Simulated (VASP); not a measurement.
A run of VASP 6.6.1:

File INCAR:

```
SYSTEM = Zr3CdC
  ALGO = Normal
  EDIFF = 1E-6
  ENCUT = 520
  GGA = PE
  ISIF = 2
  ISMEAR = 0
  LASPH = .TRUE.
  LCHARG = .FALSE.
  LREAL = .FALSE.
  LWAVE = .FALSE.
  NBANDS = 34
  NELM = 80
  PREC = Accurate
  SIGMA = 0.1
```

The input KPOINTS:

```
k-points
0
G
  4 4 4
  0 0 0
```

File POSCAR:

```
Zr3CdC
1.0
    4.5704972650      0.0000000000      0.0000000000
    0.0000000000      4.5704972650      0.0000000000
    0.0000000000      0.0000000000      4.5704972650
Zr Cd C
3 1 1
Direct
    0.0000000000      0.5000000000      0.5000000000
    0.5000000000      0.0000000000      0.5000000000
    0.5000000000      0.5000000000      0.0000000000
    0.0000000000      0.0000000000      0.0000000000
    0.5000000000      0.5000000000      0.5000000000
```

Potentials or basis: VASP PAW PBE potentials, release 64 (Zr_sv, Cd, C).

The run is started by

```console
$ cat potpaw_PBE.64/Zr_sv/POTCAR potpaw_PBE.64/Cd/POTCAR potpaw_PBE.64/C/POTCAR > POTCAR
$ mpirun -np 1 vasp_std > vasp.out
```

Hardware: 1 thread of Intel(R) Xeon(R) Platinum 8375C CPU @ 2.90GHz (Ice Lake), with other jobs on the host.

Task: How long does it take, and how much memory?

Result: Wall time 52 s on 1 thread of Intel(R) Xeon(R) Platinum 8375C CPU @ 2.90GHz (Ice Lake), with other jobs on the host, peak memory 0.21 GiB. Counts: scf iterations 14, k points 10.
